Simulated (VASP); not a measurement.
A run of VASP 6.6.1:

The input INCAR:

```
ALGO = Normal
EDIFF = 1E-7
ENCUT = 520
GGA = PE
ISIF = 2
ISMEAR = -1
LASPH = True
LCHARG = True
LELF = True
LREAL = False
LVHAR = True
LWAVE = False
NBANDS = 11
NELM = 100
PREC = Accurate
SIGMA = 0.02
```

The input KPOINTS:

```
k-points
0
Gamma
  10 10 10
```

File POSCAR:

```
MgO
1.0
    0.0039941181      2.1021674168      2.1021674168
    2.1021674168      0.0039941181      2.1021674168
    2.1061615349      2.1061615349      0.0000000000
Mg O
1 1
Direct
    0.0000000000      0.0000000000      0.0000000000
    0.5000000000      0.5000000000      0.5000000000
```

Potentials or basis: VASP PAW PBE potentials, release 64 (Mg, O).

The run is started by

```console
$ cat potpaw_PBE.64/Mg/POTCAR potpaw_PBE.64/O/POTCAR > POTCAR
$ mpirun -np 1 vasp_std > vasp.out
```

Hardware: 1 thread of Intel(R) Xeon(R) Platinum 8488C (Sapphire Rapids), on a shared host.

Task: Estimate the wall time of this run.

Result: Wall time 18 s on 1 thread of Intel(R) Xeon(R) Platinum 8488C (Sapphire Rapids), with other jobs on the host, peak memory 0.16 GiB. Counts: scf iterations 13, k points 171.
